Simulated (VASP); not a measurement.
Ir: single point with r2SCAN

The system is Ir.

```
Ir
1.0
     0.00000    1.92140    1.92140
     1.92140    0.00000    1.92140
     1.92140    1.92140    0.00000
Ir
1
Direct
  0.00000 0.00000 0.00000
```

* Program: VASP 6.6.1
* Task: single point
* Functional: r2SCAN
* Potentials or basis: VASP PAW PBE potentials, release 64 (Ir_sv_GW)
* Cutoff: 550 eV
* k mesh: 12 × 12 × 12
* Occupations: fermi-dirac, width 0.05 eV
* Spin: no spin polarisation
* Dipole correction: no
* Second run: valence_matched
* Further INCAR settings: ALGO = Normal; EDIFF = 1e-06; NBANDS = 14

The pressure is -2.2 GPa.

Levels at points of the mesh, in eV from the Fermi level:
| k point | band 6 | band 7 | band 8 | band 9 | band 10 | band 11 |
| --- | --- | --- | --- | --- | --- | --- |
| (0.00, 0.00, 0.00) | -4.01 | -4.01 | -4.01 | -1.31 | -1.31 | 14.25 |
| (0.50, 0.00, 0.00) | -4.16 | -4.16 | -0.72 | 0.91 | 0.91 | 7.65 |
| (0.50, 0.50, 0.00) | -7.61 | 0.81 | 1.54 | 1.54 | 1.73 | 11.06 |

Wall time 60 s on 1 thread of AMD EPYC 9R14 (Zen 4), on a shared host, peak memory 0.13 GiB.

Caveat: the PAW data sets were made with another functional, which shifts forces and pressure a little; spin-orbit coupling is left out, which moves the levels of the heavy elements.
